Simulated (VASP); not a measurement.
Sr8Ti8O23 (a cell with a defect): single point with LDA

The system is Sr8Ti8O23 (a cell with a defect).

```
CELL_PARAMETERS angstrom
0.00000 0.00000 7.70805
-7.70805 0.00000 0.00000
0.00000 -7.70805 0.00000
ATOMIC_POSITIONS crystal
Sr 0.00000 0.50862 0.49138
Sr 0.50000 0.50862 0.49138
Sr 0.00000 0.50862 0.00862
Sr 0.50000 0.50862 0.00862
Sr 0.00000 0.99138 0.49138
Sr 0.50000 0.99138 0.49138
Sr 0.00000 0.99138 0.00862
Sr 0.50000 0.99138 0.00862
Ti 0.25382 0.25000 0.25000
Ti 0.74618 0.25000 0.25000
Ti 0.23416 0.25000 0.75000
Ti 0.76584 0.25000 0.75000
Ti 0.24948 0.75000 0.25000
Ti 0.75052 0.75000 0.25000
Ti 0.25382 0.75000 0.75000
Ti 0.74618 0.75000 0.75000
O 0.26935 0.25000 0.50657
O 0.73065 0.25000 0.50657
O 0.26935 0.25000 0.99343
O 0.73065 0.25000 0.99343
O 0.24793 0.75000 0.50045
O 0.75207 0.75000 0.50045
O 0.24793 0.75000 0.99955
O 0.75207 0.75000 0.99955
O 0.00000 0.25000 0.25000
O 0.50000 0.25000 0.25000
O 0.00000 0.25000 0.75000
O 0.00000 0.75000 0.25000
O 0.50000 0.75000 0.25000
O 0.00000 0.75000 0.75000
O 0.50000 0.75000 0.75000
O 0.24793 0.49955 0.25000
O 0.75207 0.49955 0.25000
O 0.26935 0.49343 0.75000
O 0.73065 0.49343 0.75000
O 0.24793 0.00045 0.25000
O 0.75207 0.00045 0.25000
O 0.26935 0.00657 0.75000
O 0.73065 0.00657 0.75000
```

| Quantity | Value |
| --- | --- |
| Program | VASP 6.6.1 |
| Task | single point |
| Functional | LDA |
| Potentials or basis | VASP PAW LDA potentials, release 64 (Sr_sv, Ti_sv, O) |
| Cutoff | 520 eV |
| k mesh | 2 × 2 × 2, shifted |
| Occupations | gaussian, width 0.02 eV |
| Spin | no spin polarisation |

The largest force is 0.119 eV/Å.

Forces on the atoms (eV/Å):
```
Sr   0.024 -0.024  0.000
Sr   0.011 -0.011  0.000
Sr   0.024  0.024  0.000
Sr   0.011  0.011  0.000
Sr  -0.024 -0.024  0.000
Sr  -0.011 -0.011  0.000
Sr  -0.024  0.024  0.000
Sr  -0.011  0.011  0.000
Ti   0.000  0.000 -0.021
Ti   0.000  0.000  0.021
Ti   0.000  0.000  0.119
Ti   0.000  0.000 -0.119
Ti   0.000  0.000 -0.012
Ti   0.000  0.000  0.012
Ti   0.000  0.000 -0.021
Ti   0.000  0.000  0.021
O    0.000  0.041  0.011
O    0.000  0.041 -0.011
O    0.000 -0.041  0.011
O    0.000 -0.041 -0.011
O    0.000  0.008 -0.003
O    0.000  0.008  0.003
O    0.000 -0.008 -0.003
O    0.000 -0.008  0.003
O    0.000  0.000  0.000
O    0.000  0.000  0.000
O    0.000  0.000  0.000
O    0.000  0.000  0.000
O    0.000  0.000  0.000
O    0.000  0.000  0.000
O    0.000  0.000  0.000
O   -0.008  0.000 -0.003
O   -0.008  0.000  0.003
O   -0.041  0.000  0.011
O   -0.041  0.000 -0.011
O    0.008  0.000 -0.003
O    0.008  0.000  0.003
O    0.041  0.000  0.011
O    0.041  0.000 -0.011
```

Levels at points of the mesh, in eV from the Fermi level:
```
           k point  band 152  band 153  band 154  band 155  band 156  band 157  band 158  band 159  band 160  band 161
(0.25, 0.25, 0.25)     -0.54     -0.28     -0.27     -0.16     -0.11      2.47      2.55      2.58      2.65      2.68
```

Wall time 4.9 min on 1 thread of Intel(R) Xeon(R) Platinum 8259CL CPU @ 2.50GHz (Skylake/Cascade Lake) (shared host), peak memory 0.39 GiB.

Caveat: the cell carries a net charge on a neutralising background, which shifts energy and pressure; the cell is charged against a uniform background, so pressure and absolute levels hang on convention.
